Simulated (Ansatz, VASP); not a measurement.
This is a calculation of C for VASP 6.6.1.

The input INCAR:

```
PREC = Accurate
ENCUT = 520
EDIFF = 1E-6
ISMEAR = -1
SIGMA = 0.05
LREAL = F
LASPH = T
NELM = 100
ALGO = Normal
ISIF = 2
LWAVE = F
LCHARG = F
LDIPOL = T
IDIPOL = 3
DIPOL = 0.5 0.5 0.500
GGA = PE
NBANDS = 26
```

File KPOINTS:

```
Automatic mesh
0
Gamma
  12 12 1
```

Contents of POSCAR:

```
C
1.0
    2.4564546488      0.0000000000      0.0000000000
    1.2281170908      2.1274157688      0.0000000000
    0.0000000000      0.0000000000     25.5091420424
C
8
Direct
    0.1574584208      0.1574584208      0.2940122403
    0.4908076754      0.4908076754      0.2940377922
    0.4815914689      0.4815914689      0.4313288961
    0.8149407235      0.8149407235      0.4313544480
    0.8057245170      0.8057245170      0.5686455520
    0.1390737716      0.1390737716      0.5686711039
    0.1298575650      0.1298575650      0.7059622078
    0.4632068197      0.4632068197      0.7059877597
```

Potentials or basis: VASP PAW PBE potentials, release 64 (C).

The run is started by

```bash
$ cat potpaw_PBE.64/C/POTCAR > POTCAR
$ mpirun -np 1 vasp_std > vasp.out
```

Problem. Translate it to Ansatz 0.2.0. Potentials there: Ansatz PAW.

Solution. As run (the cutoff follows the program's own potentials):

File input.yaml:

```yaml
crystal:
  lattice:
    - [2.4564546488, 0.0, 0.0]
    - [1.2281170908, 2.1274157688, 0.0]
    - [0.0, 0.0, 25.5091420424]
  atoms:
    - { symbol: C, position: [0.1574584208, 0.1574584208, 0.2940122403] }
    - { symbol: C, position: [0.4908076754, 0.4908076754, 0.2940377922] }
    - { symbol: C, position: [0.4815914689, 0.4815914689, 0.4313288961] }
    - { symbol: C, position: [0.8149407235, 0.8149407235, 0.431354448] }
    - { symbol: C, position: [0.805724517, 0.805724517, 0.568645552] }
    - { symbol: C, position: [0.1390737716, 0.1390737716, 0.5686711039] }
    - { symbol: C, position: [0.129857565, 0.129857565, 0.7059622078] }
    - { symbol: C, position: [0.4632068197, 0.4632068197, 0.7059877597] }
hamiltonian:
  xc: pbe
  pseudopotentials: { kind: paw }
kpoints:
  mp_grid: { grid: [12, 12, 1] }
scf:
  occupations: { method: fermi_dirac, width: 0.05 }
output:
  forces: true
  eigenvalues: true
efield:
  axis: 3
  dipole_correction: true
  ramp_width: 0.04
```

Potentials or basis: Ansatz PAW.

Run with:

```bash
$ ansatz run input.yaml --threads 4 --pin off --max-ram 11264MiB --backend cpu --events-out ev --progress --plain --runs-dir out
```

Both were run:

|  | VASP | Ansatz | Ansatz less VASP |
| --- | --- | --- | --- |
| gap on the k mesh at the Fermi level (eV) | none | none | - |
| least direct gap on the mesh (eV) | 0.00 | 0.00 | 0.000 |
| rms of the force components (eV/Å) | 0.013 | 0.013 | +0.0001 |

Atom by atom the forces differ by 0.000 eV/Å (rms over components). A gap of «none» marks a metal or a gap that the smearing closes. With one functional, cell and mesh, what is left measures potentials, basis and numerics.

A gap of «none» marks a metal or a gap under the smearing width.
